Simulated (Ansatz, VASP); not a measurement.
**O: VASP beside Ansatz**

```
O
1.0
     9.00000    0.00000    0.00000
     0.00000    9.50000    0.00000
     0.00000    0.00000   10.00000
O
2
Direct
  0.50000 0.50000 0.43951
  0.50000 0.50000 0.56049
```

Alike in both runs: functional PBEsol; k mesh 1 × 1 × 1; collinear spin.

Ansatz relaxed the structure, and its values are those at the end. VASP's run is a single point on that final structure, the one shown.

|  | VASP | Ansatz |
| --- | --- | --- |
| version | VASP 6.6.1 | Ansatz 0.2.0 |
| potentials or method | VASP PAW PBE potentials, release 64 (O), cutoff 520 eV | plane waves, PAW |
| occupations | methfessel-paxton of order 1, width 0.05 eV | cold, width 0.05 eV |
| valence electrons in the cell | 12 | 12 |

Ansatz gave:

- rms of the force components (eV/Å): 0.013
- net moment per atom (μB): 1.00
- size of the moment on the site where the two differ most (μB): 0.55

Problem. What did VASP give for the same quantities?

Solution. rms of the force components (eV/Å): 0.808; net moment per atom (μB): 1.00; size of the moment on the site where the two differ most (μB): 0.81.

VASP's potentials were made for PBE, not for PBEsol. Site moments also hang on the region over which each program counts them. Ansatz's warnings: end state compared, stress scf threshold loose.

Noted on VASP's run: the standard files for N, O and F lose accuracy on very short bonds.
